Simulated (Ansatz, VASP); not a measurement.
**One calculation of CuO, two programs**

INCAR

```
SYSTEM = CuO
PREC = Accurate
ENCUT = 520
EDIFF = 1E-7
ISMEAR = -1
SIGMA = 0.05
LREAL = .False.
LASPH = .True.
NELM = 100
ALGO = Normal
ISIF = 2
LWAVE = .False.
LCHARG = .False.
GGA = PE
NBANDS = 16
```

The input KPOINTS:

```
regular mesh
0
Gamma
  11 11 10
  0 0 0
```

The input POSCAR:

```
CuO
1.0
    2.8363251100      0.0000000000      0.0000000000
   -1.4181625500      2.4563296000      0.0000000000
    0.0000000000      0.0000000000      2.7681127800
Cu O
1 1
Direct
    0.0118650000      0.0046010000     -0.0191100000
    0.6452750000      0.3278360000      0.5076110000
```

Contents of input.yaml:

```yaml
crystal:
  lattice:
    - [2.83632511, 0.0, 0.0]
    - [-1.41816255, 2.4563296, 0.0]
    - [0.0, 0.0, 2.76811278]
  atoms:
    - { symbol: Cu, position: [0.011865, 0.004601, -0.01911] }
    - { symbol: O, position: [0.645275, 0.327836, 0.507611] }
kpoints:
  mp_grid: { grid: [11, 11, 10] }
scf:
  occupations: { method: fermi_dirac, width: 0.05 }
hamiltonian:
  xc: pbe
  pseudopotentials: { kind: all_electron, lapw: { basis_error: 0.001 } }
output:
  forces: true
  stress: true
  eigenvalues: true
  populations: true
```

Change from the starting cell: atoms moved at random, drawn with an rms of 0.05 Å.

Alike in both runs: task single point; functional PBE; k mesh 11 × 11 × 10; occupations fermi-dirac, width 0.05 eV; no spin polarisation.

|  | VASP | Ansatz |
| --- | --- | --- |
| version | VASP 6.6.1 | Ansatz 0.2.0 |
| potentials or method | VASP PAW PBE potentials, release 64 (Cu, O), cutoff 520 eV | all-electron LAPW, scalar-relativistic |

|  | VASP | Ansatz | Ansatz less VASP |
| --- | --- | --- | --- |
| gap on the k mesh at the Fermi level (eV) | none | none | - |
| pressure (GPa) | 0.8 | 0.4 | -0.36 |
| traceless stress, the component that is largest in VASP (GPa) | -6.82 | -6.84 | -0.020 |
| rms of the force components (eV/Å) | 0.172 | 0.162 | -0.0105 |

Atom by atom the forces differ by 0.018 eV/Å (rms over components). A gap of «none» marks a metal or a gap that the smearing closes. Ansatz ran all-electron here, and VASP with PAW potentials.
